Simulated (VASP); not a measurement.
# F (C2/c) in VASP: further runs

The runs below take F through single point, relaxation of cell and atoms, with PBE.

Program: VASP 6.6.1. These are calculated values, not measurements. Logs are shortened: lines on timing, memory, paths and dates and some standing lists are left out, and cuts for length are marked.

**1. The cell of the first run**

It takes space group C2/c (No. 15, monoclinic). The conventional cell has a = 6.134 Å, b = 3.691 Å, c = 6.952 Å, α = 90.00°, β = 98.23°, γ = 90.00°. Within 1.9 Å of F (site symmetry 1) lie 1 F at 1.42 Å.

**2. Single point, PBE**

INCAR

```
SYSTEM = F
  PREC = Accurate
  ENCUT = 520
  EDIFF = 1E-7
  ISMEAR = -1
  SIGMA = 0.05
  LREAL = .FALSE.
  LASPH = .TRUE.
  NELM = 60
  ALGO = Normal
  ISIF = 2
  LWAVE = .FALSE.
  LCHARG = .FALSE.
  GGA = PE
  NBANDS = 22
```

KPOINTS

```
Automatic mesh
0
G
  6 6 3
  0 0 0
```

POSCAR

```
F
1.0
    3.0632750355     -1.8456364782      0.1480340220
    3.0632750355      1.8456364782      0.1480340220
   -1.3264733196      0.0000000000      6.8239206635
F
4
Direct
    0.9236106942      0.5862237664      0.0928428741
    0.4137762336      0.0763893058      0.4071571259
    0.0763893058      0.4137762336      0.9071571259
    0.5862237664      0.9236106942      0.5928428741
```

Potentials or basis: VASP PAW PBE potentials, release 64 (F).

On the command line:

```
cat potpaw_PBE.64/F/POTCAR > POTCAR
mpirun -np 1 vasp_std > vasp.out
```

OUTCAR:

```text
SYSTEM = F
   PREC = Accurate
   ENCUT = 520
   EDIFF = 1E-7
   ISMEAR = -1
   LREAL = .FALSE.
   LASPH = .TRUE.
   NELM = 60
   ISIF = 2
   GGA = PE

 ion  position               nearest neighbor table
   1  0.924  0.586  0.093-   3 1.42
   2  0.414  0.076  0.407-   4 1.42
   3  0.076  0.414  0.907-   1 1.42
   4  0.586  0.924  0.593-   2 1.42

  LATTYP: Found a base centered monoclinic cell.
 ALAT       =     6.1336997040
 B/A-ratio  =     0.6018020338
 C/A-ratio  =     1.1333533427
 COS(beta)  =    -0.1432095833

  Lattice vectors:

 A1 = (   3.0632750355,  -1.8456364782,   0.1480340220)
 A2 = (   3.0632750355,   1.8456364782,   0.1480340220)
 A3 = (  -1.3264733196,   0.0000000000,   6.8239206635)

Analysis of symmetry for initial positions (statically):
=====================================================================
 Subroutine PRICEL returns:
 Original cell was already a primitive cell.

 Routine SETGRP: Setting up the symmetry group for a
 base centered monoclinic supercell.

 Subroutine GETGRP returns: Found  4 space group operations
 (whereof  2 operations were pure point group operations)
 out of a pool of  4 trial point group operations.

The static configuration has the point symmetry S_2 .
 The point group associated with its full space group is C_2h.

Analysis of symmetry for dynamics (positions and initial velocities):
=====================================================================
 Subroutine PRICEL returns:
 Original cell was already a primitive cell.

 Routine SETGRP: Setting up the symmetry group for a
 base centered monoclinic supercell.

 Subroutine GETGRP returns: Found  4 space group operations
 (whereof  2 operations were pure point group operations)
 out of a pool of  4 trial point group operations.

The dynamic configuration has the point symmetry S_2 .
 The point group associated with its full space group is C_2h.

 Subroutine INISYM returns: Found  4 space group operations
 (whereof  2 operations are pure point group operations),
 and found     1 'primitive' translations

----------------------------------------------------------------------------------------

                                     Primitive cell

  volume of cell :      77.8855
[... 88 lines left out ...]
   LNONCOLLINEAR =      F non collinear calculations
   LSORBIT =      F    spin-orbit coupling
   LASPH  =      T    aspherical Exc in radial PAW
   ENCUT  =  520.0 eV  38.22 Ry    6.18 a.u.   6.66  6.66 12.93*2*pi/ulx,y,z
   NELM   =     60;   NELMIN=  2; NELMDL= -5     # of ELM steps
   EDIFF  = 0.1E-06   stopping-criterion for ELM
   LREAL  =      F    real-space projection
   EDIFFG = 0.1E-05   stopping-criterion for IOM
   NSW    =      0    number of steps for IOM
   IBRION =     -1    ionic relax: 0-MD 1-quasi-New 2-CG
   NFREE  =      0    steps in history (QN), initial steepest desc. (CG)
   ISIF   =      2    stress and relaxation
   ISYM   =      2    0-nonsym 1-usesym 2-fastsym
   POTIM  = 0.5000    time-step for ionic-motion
   TEBEG  =    0.0;   TEEND  =   0.0 temperature during run
   PSTRESS=    0.0 pullay stress
   NELECT =      28.0000    total number of electrons
   NUPDOWN=      -1.0000    fix difference up-down
   EMIN   =  10.00;   EMAX   =-10.00  energy-range for DOS
   EFERMI =   0.00;   METHOD = LEGACY
   ISMEAR =    -1;   SIGMA  =   0.05  broadening in eV -4-tet -1-fermi 0-gaus
   EFERMI_NEDOS =   21; number of points for ismear=-14 and -15
   IALGO  =     38    algorithm
   IMIX   =      4    mixing-type and parameters
     AMIX     =   0.40;   BMIX     =  1.00
     AMIX_MAG =   1.60;   BMIX_MAG =  1.00
  volume/ion in A,a.u.               =      19.47       131.40
  Fermi-wavevector in a.u.,A,eV,Ry     =   1.164060  2.199754 18.436371  1.355035
  Thomas-Fermi vector in A             =   2.300602
   LORBIT       =      0    0 simple, 1 ext, 2 COOP (PROOUT), +10 PAW based schemes
   GGA     = PE    functional components
   LHFCALC =     F    Hartree Fock is set to
   AEXX    =    0.0000 exact exchange contribution
   IVDW    =     0    specifies the selected vdW correction
   LEPSILON=     F    determine dielectric tensor
   LRPA    =     F    only Hartree local field effects (RPA)
 non-spin polarized calculation
  energy-cutoff  :      520.00
  volume of cell :       77.89
 maximum number of plane-waves:      2108
 NGX is ok and might be reduce to    28
   NGX = 13   NGY = 13   NGZ = 25

 number of electron      27.9999994 magnetization

 Free energy of the ion-electron system (eV)
  ---------------------------------------------------
  ext. energy  EPLUGINS =         0.00000000
  ---------------------------------------------------
  free energy    TOTEN  =        -7.32163491 eV

  energy without entropy =       -7.32163491  energy(sigma->0) =       -7.32163491

 E-fermi :  -4.7141     XC(G=0):  -6.8067

 val. band max:       -6.0255193887   @ k =   0.5000   0.5000  -0.0000
 cond. band min:      -3.0026947999   @ k =   0.0000   0.0000   0.0000
 fundamental gap:      3.0228245888
 Fermi energy:        -4.7140826889

 k-point     1 :       0.0000    0.0000    0.0000
  band No.  band energies     occupation
      1     -30.7600      2.00000
      2     -30.6849      2.00000
      3     -24.5555      2.00000
      4     -24.3385      2.00000
      5     -12.3544      2.00000
      6     -11.8498      2.00000
[... 589 lines left out ...]
     21      10.4451      0.00000
     22      10.8876      0.00000

 [... further k-points ...]

------------------------ aborting loop because EDIFF is reached ----------------------------------------

  FORCE on cell =-STRESS in cart. coord.  units (eV):
  Direction    XX          YY          ZZ          XY          YZ          ZX
  --------------------------------------------------------------------------------------
  -------------------------------------------------------------------------------------
  Total       -0.1953044     -0.0228705      0.6421087      0.0000000      0.0000000     -0.1152587
  in kB       -4.0175919     -0.4704664     13.2087705      0.0000000      0.0000000     -2.3709777
  external PRESSURE =       2.9069041 kB  Pullay stress =       0.0000000 kB

 VOLUME and BASIS-vectors are now :
 -----------------------------------------------------------------------------
  energy-cutoff  :      520.00
  volume of cell :       77.89
      direct lattice vectors                 reciprocal lattice vectors
     3.063275035 -1.845636478  0.148034022     0.161704979 -0.270909253  0.031433153
     3.063275035  1.845636478  0.148034022     0.161704979  0.270909253  0.031433153
    -1.326473320  0.000000000  6.823920664    -0.007015861  0.000000000  0.145179538

 POSITION                                       TOTAL-FORCE (eV/Angst)
 -----------------------------------------------------------------------------------
      4.50188     -0.62269      0.85706        -0.049329      0.156165      0.331649
      0.96143     -0.62269      2.85097         0.049329      0.156165     -0.331649
      0.29819      0.62269      6.26293         0.049329     -0.156165     -0.331649
      3.83865      0.62269      4.26902        -0.049329     -0.156165      0.331649
 -----------------------------------------------------------------------------------
    total drift:                                0.000000     -0.000000      0.000000

  FREE ENERGIE OF THE ION-ELECTRON SYSTEM (eV)
  ---------------------------------------------------
  free  energy   TOTEN  =        -7.3216349088 eV

  energy  without entropy=       -7.3216349088  energy(sigma->0) =       -7.32163491
```

OSZICAR:

```text
N       E                     dE             d eps       ncg     rms          rms(c)
DAV:   1     0.197928661646E+03    0.19793E+03   -0.15559E+04  1512   0.116E+03
DAV:   2     0.181931052554E+01   -0.19611E+03   -0.18968E+03  2066   0.289E+02
DAV:   3    -0.889175110181E+01   -0.10711E+02   -0.10652E+02  1700   0.681E+01
DAV:   4    -0.896801837782E+01   -0.76267E-01   -0.76262E-01  1598   0.659E+00
DAV:   5    -0.896849826752E+01   -0.47989E-03   -0.47989E-03  1736   0.501E-01    0.112E+01
DAV:   6    -0.773097283062E+01    0.12375E+01   -0.44542E-01  1502   0.673E+00    0.631E+00
DAV:   7    -0.732322287883E+01    0.40775E+00   -0.59406E-01  1508   0.729E+00    0.702E-01
DAV:   8    -0.732139374043E+01    0.18291E-02   -0.73036E-02  1586   0.188E+00    0.118E-01
DAV:   9    -0.732155143851E+01   -0.15770E-03   -0.82751E-04  1676   0.215E-01    0.613E-02
DAV:  10    -0.732163368664E+01   -0.82248E-04   -0.10317E-04  1568   0.913E-02    0.181E-02
DAV:  11    -0.732163484256E+01   -0.11559E-05   -0.11643E-05  1634   0.322E-02    0.500E-03
DAV:  12    -0.732163481212E+01    0.30439E-07   -0.14210E-06  1736   0.975E-03    0.207E-03
DAV:  13    -0.732163490884E+01   -0.96727E-07   -0.21800E-08  1060   0.155E-03
   1 F= -.73216349E+01 E0= -.73216349E+01  d E =-.613627E-11
```

stdout:

```text
POSCAR found type information on POSCAR F
 POSCAR found :  1 types and       4 ions
 scaLAPACK will be used
 LDA part: xc-table for (Slater+PW92), standard interpolation
 POSCAR, INCAR and KPOINTS ok, starting setup
 FFT: planning ... GRIDC
 FFT: planning ... GRID_SOFT
 FFT: planning ... GRID
 WAVECAR not read
 entering main loop
```

It took 53 s on 1 thread of Intel Xeon 6975P-C, shared host; peak memory 0.19 GiB.

What came out:

```
Free energy            : -7.3216 eV
Pressure               : 0.3 GPa
Largest force          : 0.370 eV/Å
Band gap on the k mesh : 3.02 eV, indirect (least direct gap 3.05 eV)
```

Forces in eV/Å, atoms in the order of the input:
```
F   -0.049  0.156  0.332
F    0.049  0.156 -0.332
F    0.049 -0.156 -0.332
F   -0.049 -0.156  0.332
```

A k mesh can miss the band edges.

**3. Relaxation of cell and atoms, PBE**

This run uses another cell than the first one, of 16.05 Å³/atom, 0.824 times its volume.

INCAR

```
SYSTEM = F
PREC = Accurate
ENCUT = 600
EDIFF = 1E-7
ISMEAR = -1
SIGMA = 0.05
LREAL = .False.
LASPH = .True.
NELM = 60
ALGO = Normal
ISIF = 3
LWAVE = .False.
LCHARG = .False.
GGA = PE
IBRION = 2
NSW = 80
EDIFFG = -0.01
```

KPOINTS

```
regular mesh
0
Gamma
  6 6 3
  0 0 0
```

POSCAR

```
F
1.0
    2.7500000000     -1.6400000000      0.0000000000
    2.7500000000      1.6400000000      0.0000000000
   -1.5347200000      0.0000000000      7.1163900000
F
4
Direct
    0.9680000000      0.6020000000      0.0997000000
    0.3980000000      0.0320000000      0.4003000000
    0.0320000000      0.3980000000      0.9003000000
    0.6020000000      0.9680000000      0.5997000000
```

Potentials or basis: VASP PAW PBE potentials, release 64 (F).

On the command line:

```
cat potpaw_PBE.64/F/POTCAR > POTCAR
mpirun -np 1 vasp_std > vasp.out
```

It took 22 min on 1 thread of Intel Xeon 6975P-C, shared host; peak memory 0.22 GiB.

Results (log left out):

* Free energy: -7.3157 eV
* Relaxed volume: 16.88 Å³/atom
* Relaxed cell: a = 3.358 Å, b = 3.358 Å, c = 6.825 Å, α = 96.78°, β = 96.78°, γ = 62.33°
* Space group after relaxing (to 0.05 Å): C2/c (No. 15)
* Energy gained by relaxing: 32.0 meV/atom
* Ionic steps: 52
* Pressure after relaxing: 0.0 GPa
* Largest force after relaxing: 0.009 eV/Å
* Band gap on the k mesh: 2.80 eV, indirect (the least direct gap lies 2.8 meV higher)

Forces on the atoms (eV/Å):
```
F   -0.001 -0.004 -0.008
F    0.001 -0.004  0.008
F    0.001  0.004  0.008
F   -0.001  0.004 -0.008
```

Stress tensor (GPa, compression positive):
```
 0.00  0.00  0.05
 0.00  0.05  0.00
 0.05  0.00 -0.07
```

The path:
| step | energy change (eV) | largest force (eV/Å) | pressure (GPa) | volume (Å³) |
| --- | --- | --- | --- | --- |
| 1 | 0.0000 | 1.6820 | -3.98 | 64.19 |
| 3 | -0.1101 | 0.0555 | 0.21 | 63.16 |
| 5 | -0.1108 | 0.0230 | 0.30 | 63.38 |
| 7 | -0.1157 | 0.0219 | 0.19 | 65.62 |
| 9 | -0.1194 | 0.0322 | -0.01 | 70.16 |
| 11 | -0.1195 | 0.0129 | -0.09 | 70.19 |
| 13 | -0.1212 | 0.0117 | -0.03 | 69.49 |
| 15 | -0.1215 | 0.0216 | 0.06 | 69.03 |
| 17 | -0.1216 | 0.0191 | -0.01 | 69.03 |
| 19 | -0.1221 | 0.0312 | -0.04 | 68.92 |
| 21 | -0.1229 | 0.2086 | -0.43 | 68.43 |
| 23 | -0.1232 | 0.1400 | -0.28 | 68.56 |
| 25 | -0.1233 | 0.1390 | -0.27 | 68.55 |
| 27 | -0.1234 | 0.1346 | -0.26 | 68.51 |
| 29 | -0.1240 | 0.1274 | -0.24 | 68.33 |
| 31 | -0.1246 | 0.0951 | -0.15 | 68.06 |
| 33 | -0.1248 | 0.0181 | 0.05 | 68.02 |
| 35 | -0.1249 | 0.0178 | 0.05 | 68.04 |
| 37 | -0.1251 | 0.0163 | 0.04 | 68.14 |
| 39 | -0.1258 | 0.0116 | 0.00 | 68.52 |
| 41 | -0.1263 | 0.0128 | -0.04 | 69.13 |
| 43 | -0.1263 | 0.0181 | -0.10 | 69.11 |
| 45 | -0.1265 | 0.0161 | -0.09 | 68.91 |
| 47 | -0.1271 | 0.0118 | -0.03 | 68.03 |
| 49 | -0.1261 | 0.2137 | 0.56 | 66.80 |
| 51 | -0.1275 | 0.0058 | 0.06 | 67.02 |
| 52 | -0.1279 | 0.0087 | -0.01 | 67.51 |

Final structure:
```
F
1.0
     2.87002   -1.73781    0.14141
     2.87002    1.73781    0.14141
    -1.27324    0.00000    6.70561
F
4
Direct
  0.92208 0.59081 0.09598
  0.40919 0.07792 0.40402
  0.07792 0.40919 0.90402
  0.59081 0.92208 0.59598
```

Levels at points of the mesh, in eV from the valence-band top:
| k point | band 11 | band 12 | band 13 | band 14 | band 15 | band 16 | band 17 | band 18 |
| --- | --- | --- | --- | --- | --- | --- | --- | --- |
| (0.00, 0.00, 0.00) | -0.34 | -0.07 | -0.05 | 0.00 | 2.80 | 3.62 | 9.10 | 11.69 |
| (0.50, 0.00, 0.00) | -0.32 | -0.27 | -0.11 | -0.07 | 3.29 | 3.30 | 13.29 | 13.34 |
| (0.50, 0.50, 0.00) | -0.55 | -0.41 | -0.12 | 0.00 | 3.00 | 3.56 | 13.18 | 14.48 |

A k mesh can miss the band edges. Zero-point motion and thermal expansion aren't in these numbers.

**4. Single point, PBE (volume scaled by 0.88)**

INCAR

```
PREC = Accurate
ENCUT = 520
EDIFF = 1E-6
ISMEAR = -1
SIGMA = 0.05
LREAL = False
LASPH = True
NELM = 80
ALGO = Normal
ISIF = 2
LWAVE = False
LCHARG = False
GGA = PE
NBANDS = 22
```

KPOINTS

```
regular mesh
0
Gamma
  9 9 4
```

POSCAR

```
F
1.0
    2.9354873665     -1.7686438541      0.1418586305
    2.9354873665      1.7686438541      0.1418586305
   -1.2711381207      0.0000000000      6.5392537940
F
4
Direct
    0.9236106942      0.5862237664      0.0928428741
    0.4137762336      0.0763893058      0.4071571259
    0.0763893058      0.4137762336      0.9071571259
    0.5862237664      0.9236106942      0.5928428741
```

On the command line:

```
cat potpaw_PBE.64/F/POTCAR > POTCAR
mpirun -np 1 vasp_std > vasp.out
```

Wall time 2.1 min (1 thread of Intel Xeon 6975P-C, shared host); peak memory 0.24 GiB.

The run converged. Its results:

* Free energy: -7.1229 eV
* Pressure: 6.2 GPa
* Largest force: 2.928 eV/Å
* Band gap on the k mesh: 3.70 eV, indirect (least direct gap 3.73 eV)

Forces in eV/Å, atoms in the order of the input:
```
F   -0.383  1.251  2.619
F    0.383  1.251 -2.619
F    0.383 -1.251 -2.619
F   -0.383 -1.251  2.619
```

Stress tensor (GPa, compression positive):
```
 0.06  0.00 -2.24
 0.00  3.30  0.00
-2.24  0.00 15.19
```

Levels at points of the mesh, in eV from the valence-band top:
| k point | band 12 | band 13 | band 14 | band 15 | band 16 | band 17 |
| --- | --- | --- | --- | --- | --- | --- |
| (0.00, 0.00, 0.00) | -0.10 | -0.09 | -0.03 | 3.70 | 4.54 | 8.68 |
| (0.00, 0.00, 0.50) | -0.24 | -0.07 | -0.07 | 4.07 | 4.07 | 9.66 |

Caveat: the cell differs from its parent crystal (volume scaled by 0.88); forces of over 1 eV/Å act on the atoms, so gaps and moduli don't describe the material at rest. A k mesh can miss the band edges.

**5. Single point, PBE (volume scaled by 0.92)**

INCAR

```
SYSTEM = F
  PREC = Accurate
  ENCUT = 520
  EDIFF = 1E-6
  ISMEAR = -1
  SIGMA = 0.05
  LREAL = .FALSE.
  LASPH = .TRUE.
  NELM = 60
  ALGO = Normal
  ISIF = 2
  LWAVE = .FALSE.
  LCHARG = .FALSE.
  GGA = PE
  NBANDS = 22
```

KPOINTS

```
regular mesh
0
G
  9 9 4
  0 0 0
```

POSCAR

```
F
1.0
    2.9793070711     -1.7950454160      0.1439762357
    2.9793070711      1.7950454160      0.1439762357
   -1.2901131289      0.0000000000      6.6368689883
F
4
Direct
    0.9236106942      0.5862237664      0.0928428741
    0.4137762336      0.0763893058      0.4071571259
    0.0763893058      0.4137762336      0.9071571259
    0.5862237664      0.9236106942      0.5928428741
```

On the command line:

```
cat potpaw_PBE.64/F/POTCAR > POTCAR
mpirun -np 1 vasp_std > vasp.out
```

It took 1.9 min on 1 thread of Intel Xeon 6975P-C, shared host; peak memory 0.24 GiB.

The run converged. Its results:

* Free energy: -7.2289 eV
* Pressure: 3.8 GPa
* Largest force: 1.949 eV/Å
* Band gap on the k mesh: 3.45 eV, indirect (least direct gap 3.48 eV)

Forces in eV/Å, atoms in the order of the input:
```
F   -0.256  0.831  1.744
F    0.256  0.831 -1.744
F    0.256 -0.831 -1.744
F   -0.256 -0.831  1.744
```

Stress tensor (GPa, compression positive):
```
-0.13  0.00 -1.44
 0.00  1.95  0.00
-1.44  0.00  9.61
```

Levels at points of the mesh, in eV from the valence-band top:
```tsv
k point	band 12	band 13	band 14	band 15	band 16	band 17
(0.00, 0.00, 0.00)	-0.09	-0.08	-0.03	3.45	4.23	8.66
(0.00, 0.00, 0.50)	-0.22	-0.06	-0.06	3.81	3.81	9.60
```

Caveat: the cell differs from its parent crystal (volume scaled by 0.92); forces of over 1 eV/Å act on the atoms, so gaps and moduli don't describe the material at rest. A k mesh can miss the band edges.

**6. Summary**

```csv
task,cell,k mesh,cutoff (eV),gap on the mesh (eV),pressure (GPa),largest force (eV/Å)
single point,"a = 3.579, b = 3.579, c = 6.952 Å, angles 97.0, 97.0, 62.1°, 4 atoms",6 × 6 × 3,520,3.02,0.3,0.37
relaxation of cell and atoms,"relaxed from a = 3.202, b = 3.202, c = 7.280 Å, angles 100.4, 100.4, 61.6°, 4 atoms",6 × 6 × 3,600,2.80,0.0,0.01
single point,"a = 3.430, b = 3.430, c = 6.662 Å, angles 97.0, 97.0, 62.1°, 4 atoms",9 × 9 × 4,520,3.70,6.2,2.93
single point,"a = 3.481, b = 3.481, c = 6.761 Å, angles 97.0, 97.0, 62.1°, 4 atoms",9 × 9 × 4,520,3.45,3.8,1.95
```

Alike in all rows: level PBE; potentials or basis VASP PAW PBE potentials, release 64 (F); no spin polarisation; smearing fermi-dirac 0.05 eV.

Caveats: forces of over 1 eV/Å act on the atoms, so gaps and moduli don't describe the material at rest (some runs).

Absolute energies hang on the potentials; compare differences alone.
